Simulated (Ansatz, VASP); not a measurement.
One calculation of MgO, two programs

```
CELL_PARAMETERS angstrom
3.61130 0.00000 0.00000
-1.80565 3.12748 0.00000
0.00000 0.00000 4.26460
ATOMIC_POSITIONS crystal
Mg 0.66667 0.33333 0.75000
Mg 0.33333 0.66667 0.25000
O 0.66667 0.33333 0.25000
O 0.33333 0.66667 0.75000
```

Alike in both runs: task single point; functional PBEsol; k mesh 9 × 9 × 6; occupations gaussian, width 0.05 eV; no spin polarisation.

```csv
,VASP,Ansatz
version,VASP 6.6.1,Ansatz 0.2.0
potentials or method,"VASP PAW PBE potentials, release 64 (Mg, O), cutoff 520 eV","scalar-relativistic, plane waves, PAW"
valence electrons in the cell,16,32
```

|  | VASP | Ansatz | Ansatz less VASP |
| --- | --- | --- | --- |
| gap on the k mesh at the Fermi level (eV) | 2.90 | 2.91 | +0.010 |
| least direct gap on the mesh (eV) | 2.90 | 2.91 | +0.010 |
| pressure (GPa) | -9.4 | -8.9 | +0.50 |
| traceless stress, the component that is largest in VASP (GPa) | 0.72 | 0.77 | +0.056 |

VASP's potentials were made for PBE, not for PBEsol, and Ansatz warns of the same on its side. The functional is the same, so the differences come from potentials, cutoffs and numerics. VASP's potentials hold 16 valence electrons a cell and Ansatz's 32, so a difference there can come from the potentials and not from the codes.
